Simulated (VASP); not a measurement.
# HfO2 (Fm-3m) in VASP: further runs, part 2 of 2

VASP 6.6.1. Earlier steps stand in the parts before.

**4. Relaxation of cell and atoms, RPBE+D4**

INCAR reads:

```
PREC = Accurate
ENCUT = 600
EDIFF = 1E-7
ISMEAR = -1
SIGMA = 0.05
LREAL = False
LASPH = True
NELM = 60
ALGO = Normal
ISIF = 3
LWAVE = False
LCHARG = False
GGA = RP
IVDW = 13
IBRION = 2
NSW = 60
EDIFFG = -0.01
```

KPOINTS reads:

```
regular mesh
0
Gamma
  9 9 9
```

POSCAR reads:

```
HfO2
1.0
    0.0000000000      2.5575000000      2.5575000000
    2.5575000000      0.0000000000      2.5575000000
    2.5575000000      2.5575000000      0.0000000000
Hf O
1 2
Direct
    0.0000000000      0.0000000000      0.0000000000
    0.7500000000      0.7500000000      0.7500000000
    0.2500000000      0.2500000000      0.2500000000
```

Potentials or basis: VASP PAW PBE potentials, release 64 (Hf_pv, O).

Command:

```bash
cat potpaw_PBE.64/Hf_pv/POTCAR potpaw_PBE.64/O/POTCAR > POTCAR
mpirun -np 1 vasp_std > vasp.out
```

OUTCAR:

```text
PREC = Accurate
   ENCUT = 600
   EDIFF = 1E-7
   ISMEAR = -1
   LREAL = False
   LASPH = True
   NELM = 60
   ISIF = 3
   GGA = RP
   IVDW = 13
   IBRION = 2
   NSW = 60
   EDIFFG = -0.01

 ion  position               nearest neighbor table
   1  0.000  0.000  0.000-   2 2.21   2 2.21   2 2.21   2 2.21   3 2.21   3 2.21   3 2.21   3 2.21

   2  0.750  0.750  0.750-   1 2.21   1 2.21   1 2.21   1 2.21
   3  0.250  0.250  0.250-   1 2.21   1 2.21   1 2.21   1 2.21

  LATTYP: Found a face centered cubic cell.
 ALAT       =     5.1150000000

  Lattice vectors:

 A1 = (   0.0000000000,   2.5575000000,   2.5575000000)
 A2 = (   2.5575000000,   0.0000000000,   2.5575000000)
 A3 = (   2.5575000000,   2.5575000000,   0.0000000000)

Analysis of symmetry for initial positions (statically):
=====================================================================
 Subroutine PRICEL returns:
 Original cell was already a primitive cell.

 Routine SETGRP: Setting up the symmetry group for a
 face centered cubic supercell.

 Subroutine GETGRP returns: Found 48 space group operations
 (whereof 48 operations were pure point group operations)
 out of a pool of 48 trial point group operations.

The static configuration has the point symmetry O_h .

Analysis of symmetry for dynamics (positions and initial velocities):
=====================================================================
 Subroutine PRICEL returns:
 Original cell was already a primitive cell.

 Routine SETGRP: Setting up the symmetry group for a
 face centered cubic supercell.

 Subroutine GETGRP returns: Found 48 space group operations
 (whereof 48 operations were pure point group operations)
 out of a pool of 48 trial point group operations.

The dynamic configuration has the point symmetry O_h .

 Subroutine INISYM returns: Found 48 space group operations
 (whereof 48 operations are pure point group operations),
 and found     1 'primitive' translations

----------------------------------------------------------------------------------------

                                     Primitive cell

  volume of cell :      33.4562

  direct lattice vectors                    reciprocal lattice vectors
     0.000000000  2.557500000  2.557500000    -0.195503421  0.195503421  0.195503421
     2.557500000  0.000000000  2.557500000     0.195503421 -0.195503421  0.195503421
     2.557500000  2.557500000  0.000000000     0.195503421  0.195503421 -0.195503421

  length of vectors
     3.616851186  3.616851186  3.616851186     0.338621859  0.338621859  0.338621859

  position of ions in fractional coordinates (direct lattice)
     0.000000000  0.000000000  0.000000000
     0.750000000  0.750000000  0.750000000
     0.250000000  0.250000000  0.250000000

  ion indices of the primitive-cell ions
   primitive index   ion index
                 1           1
                 2           2
                 3           3

----------------------------------------------------------------------------------------

 KPOINTS: regular mesh

Automatic generation of k-mesh.
 Grid dimensions read from file:
 generate k-points for:    9    9    9

 Generating k-lattice:

  Cartesian coordinates                     Fractional coordinates (reciprocal lattice)
    -0.021722602  0.021722602  0.021722602     0.111111111  0.000000000  0.000000000
     0.021722602 -0.021722602  0.021722602     0.000000000  0.111111111  0.000000000
     0.021722602  0.021722602 -0.021722602     0.000000000  0.000000000  0.111111111

  Length of vectors
     0.037624651  0.037624651  0.037624651

  Shift w.r.t. Gamma in fractional coordinates (k-lattice)
     0.000000000  0.000000000  0.000000000

 Subroutine IBZKPT returns following result:
 ===========================================

 Found     35 irreducible k-points:

 Following reciprocal coordinates:
            Coordinates               Weight
  0.000000  0.000000  0.000000      1.000000
  0.111111  0.000000  0.000000      8.000000
  0.222222  0.000000  0.000000      8.000000
  0.333333  0.000000  0.000000      8.000000
  0.444444  0.000000  0.000000      8.000000
  0.111111  0.111111  0.000000      6.000000
[... 16 lines left out ...]
 -0.333333  0.333333  0.000000     12.000000
  0.444444  0.444444  0.000000      6.000000
 [... further k-points ...]
   k-points           NKPTS =     35   k-points in BZ     NKDIM =     35   number of bands    NBANDS=     15
   number of dos      NEDOS =    301   number of ions     NIONS =      3
   total plane-waves  NPLWV =  27000
   dimension x,y,z NGX =    30 NGY =   30 NGZ =   30
   dimension x,y,z NGXF=    60 NGYF=   60 NGZF=   60
   ions per type =               1   2
   NGX,Y,Z   is equivalent  to a cutoff of  13.79, 13.79, 13.79 a.u.
   NGXF,Y,Z  is equivalent  to a cutoff of  27.58, 27.58, 27.58 a.u.
 SYSTEM =  unknown system
   PREC   = accura    normal or accurate (medium, high low for compatibility)
   ISTART =      0    job   : 0-new  1-cont  2-samecut
   ICHARG =      2    charge: 1-file 2-atom 10-const
   ISPIN  =      1    spin polarized calculation?
   LNONCOLLINEAR =      F non collinear calculations
   LSORBIT =      F    spin-orbit coupling
   LASPH  =      T    aspherical Exc in radial PAW
   ENCUT  =  600.0 eV  44.10 Ry    6.64 a.u.   7.22  7.22  7.22*2*pi/ulx,y,z
   NELM   =     60;   NELMIN=  2; NELMDL= -5     # of ELM steps
   EDIFF  = 0.1E-06   stopping-criterion for ELM
   LREAL  =      F    real-space projection
   EDIFFG = -.1E-01   stopping-criterion for IOM
   NSW    =     60    number of steps for IOM
   IBRION =      2    ionic relax: 0-MD 1-quasi-New 2-CG
   NFREE  =      1    steps in history (QN), initial steepest desc. (CG)
   ISIF   =      3    stress and relaxation
   ISYM   =      2    0-nonsym 1-usesym 2-fastsym
   POTIM  = 0.5000    time-step for ionic-motion
   TEBEG  =    0.0;   TEEND  =   0.0 temperature during run
   PSTRESS=    0.0 pullay stress
   NELECT =      22.0000    total number of electrons
   NUPDOWN=      -1.0000    fix difference up-down
   EMIN   =  10.00;   EMAX   =-10.00  energy-range for DOS
   EFERMI =   0.00;   METHOD = LEGACY
   ISMEAR =    -1;   SIGMA  =   0.05  broadening in eV -4-tet -1-fermi 0-gaus
   EFERMI_NEDOS =   21; number of points for ismear=-14 and -15
   IALGO  =     38    algorithm
   IMIX   =      4    mixing-type and parameters
     AMIX     =   0.40;   BMIX     =  1.00
     AMIX_MAG =   1.60;   BMIX_MAG =  1.00
  volume/ion in A,a.u.               =      11.15        75.26
  Fermi-wavevector in a.u.,A,eV,Ry     =   1.423607  2.690227 27.574337  2.026657
  Thomas-Fermi vector in A             =   2.544186
   LORBIT       =      0    0 simple, 1 ext, 2 COOP (PROOUT), +10 PAW based schemes
   GGA     = RP    functional components
   LHFCALC =     F    Hartree Fock is set to
   AEXX    =    0.0000 exact exchange contribution
   IVDW    =    13    specifies the selected vdW correction
   LEPSILON=     F    determine dielectric tensor
   LRPA    =     F    only Hartree local field effects (RPA)
 conjugate gradient relaxation of ions
 non-spin polarized calculation
  energy-cutoff  :      600.00
  volume of cell :       33.46
 maximum number of plane-waves:      1139
 NGX is ok and might be reduce to    30
   NGX = 15   NGY = 15   NGZ = 15

--------------------------------------- Ionic step        1  -------------------------------------------

 number of electron      21.9999993 magnetization

 Free energy of the ion-electron system (eV)
  ---------------------------------------------------
  ext. energy  EPLUGINS =         0.00000000
  ---------------------------------------------------
  free energy    TOTEN  =       -28.91242703 eV

  energy without entropy =      -28.91242703  energy(sigma->0) =      -28.91242703

------------------------ aborting loop because EDIFF is reached ----------------------------------------

  DFT-D4 for vdW energy calculation

  Edisp (eV):   -1.16956
[... 73 lines left out ...]
--------------------------------------- Ionic step        3  -------------------------------------------

 number of electron      21.9999999 magnetization

 Free energy of the ion-electron system (eV)
  ---------------------------------------------------
  ext. energy  EPLUGINS =         0.00000000
  ---------------------------------------------------
  free energy    TOTEN  =       -28.88992661 eV

  energy without entropy =      -28.88992661  energy(sigma->0) =      -28.88992661

 E-fermi :   5.4540     XC(G=0): -11.6929

 val. band max:        4.4511616088   @ k =  -0.4444   0.4444   0.0000
 cond. band min:       8.4853094963   @ k =   0.0000   0.0000   0.0000
 fundamental gap:      4.0341478875
 Fermi energy:         5.4539718217

 k-point     1 :       0.0000    0.0000    0.0000
  band No.  band energies     occupation
      1     -25.1946      2.00000
      2     -25.1946      2.00000
      3     -25.1946      2.00000
      4     -14.3613      2.00000
      5     -11.3224      2.00000
      6      -0.8835      2.00000
      7      -0.8835      2.00000
      8      -0.8835      2.00000
      9       3.8948      2.00000
     10       3.8948      2.00000
     11       3.8948      2.00000
     12       8.4853      0.00000
     13       8.4853      0.00000
     14      10.5799      0.00000
[... 401 lines left out ...]
      2     -25.3175      2.00000
      3     -25.3175      2.00000
      4     -12.5852      2.00000
      5     -12.2561      2.00000
      6      -1.8375      2.00000
      7       0.9073      2.00000
      8       0.9073      2.00000
      9       3.0725      2.00000
     10       3.0725      2.00000
     11       4.2572      2.00000
     12       8.5010      0.00000
     13      10.0665      0.00000
     14      11.4570      0.00000
     15      12.7883      0.00000

 [... further k-points ...]

------------------------ aborting loop because EDIFF is reached ----------------------------------------

  DFT-D4 for vdW energy calculation

  Edisp (eV):   -1.22484
[... 26 lines left out ...]
  FREE ENERGIE OF THE ION-ELECTRON SYSTEM (eV)
  ---------------------------------------------------
  free  energy   TOTEN  =       -30.1147629748 eV

  energy  without entropy=      -30.1147629747  energy(sigma->0) =      -30.11476297

 reached required accuracy - stopping structural energy minimisation
```

CONTCAR:

```text
HfO2
   1.00000000000000
    -0.0000000000000000    2.5267696152558092    2.5267696152558092
     2.5267696152558092   -0.0000000000000000    2.5267696152558092
     2.5267696152558092    2.5267696152558092    0.0000000000000000
  Hf              O
     1     2
Direct
     0.0000000000000000    0.0000000000000000    0.0000000000000000
     0.7500000000000000    0.7500000000000000    0.7500000000000000
     0.2500000000000000    0.2500000000000000    0.2500000000000000

  0.00000000E+00  0.00000000E+00  0.00000000E+00
  0.00000000E+00  0.00000000E+00  0.00000000E+00
  0.00000000E+00  0.00000000E+00  0.00000000E+00
```

It took 33 s on 1 thread of Intel Xeon 6975P-C (Granite Rapids), shared host; peak memory 0.18 GiB.

Results:

| Property | Result |
| --- | --- |
| Free energy | -30.1148 eV |
| Relaxed volume | 10.75 Å³/atom |
| Relaxed cell | a = 3.573 Å, b = 3.573 Å, c = 3.573 Å, α = 60.00°, β = 60.00°, γ = 60.00° |
| Space group after relaxing (to 0.1 Å) | Fm-3m (No. 225) |
| Energy gained by relaxing | 10.9 meV/atom |
| Ionic steps | 3 |
| Pressure after relaxing | -0.1 GPa |
| Band gap on the k mesh | 4.03 eV (least direct gap 4.16 eV) |
| Dispersion energy per atom | -0.408 eV |

The path:
```csv
step,energy change (eV),largest force (eV/Å),pressure (GPa),volume (Å³)
1,0.0000,0.0000,-8.43,33.46
2,0.0308,0.0000,13.69,30.69
3,-0.0328,0.0000,-0.10,32.26
```

Final structure:
```cif
data_structure
_symmetry_space_group_name_H-M 'P 1'
_symmetry_Int_Tables_number 1
_cell_length_a 3.5734
_cell_length_b 3.5734
_cell_length_c 3.5734
_cell_angle_alpha 60.000
_cell_angle_beta 60.000
_cell_angle_gamma 60.000
_cell_volume 32.26
loop_
_atom_site_label
_atom_site_type_symbol
_atom_site_fract_x
_atom_site_fract_y
_atom_site_fract_z
_atom_site_occupancy
Hf1 Hf 0.00000 0.00000 0.00000 1
O1 O 0.75000 0.75000 0.75000 1
O2 O 0.25000 0.25000 0.25000 1
```

Caveat: the PAW data sets were made with another functional, which shifts forces and pressure a little; spin-orbit coupling is left out, which moves the levels of the heavy elements; an odd mesh through Γ misses points on the zone boundary, where band edges can lie.

**5. Overview**

| task | level | cell | cutoff (eV) | smearing | gap on the mesh (eV) | pressure (GPa) | relaxed volume (Å³/atom) |
| --- | --- | --- | --- | --- | --- | --- | --- |
| single point | r2SCAN+rVV10 | as given | 520 | fermi-dirac 0.1 eV | 4.29 | -13.4 | - |
| relaxation of cell and atoms | RPBE+D3(BJ) | relaxed | 600 | fermi-dirac 0.05 eV | 4.18 | 0.0 | 10.14 |
| relaxation of cell and atoms | RPBE+D4 | relaxed | 600 | fermi-dirac 0.05 eV | 4.03 | -0.1 | 10.75 |

Alike in all rows: potentials or basis VASP PAW PBE potentials, release 64 (Hf_pv, O); no spin polarisation; k mesh 9 × 9 × 9.

Caveats: the PAW data sets were made with another functional, which shifts forces and pressure a little; spin-orbit coupling is left out, which moves the levels of the heavy elements; an odd mesh through Γ misses points on the zone boundary, where band edges can lie; the cell stands under tension (at least some runs).

Absolute energies hang on the potentials; compare differences alone.
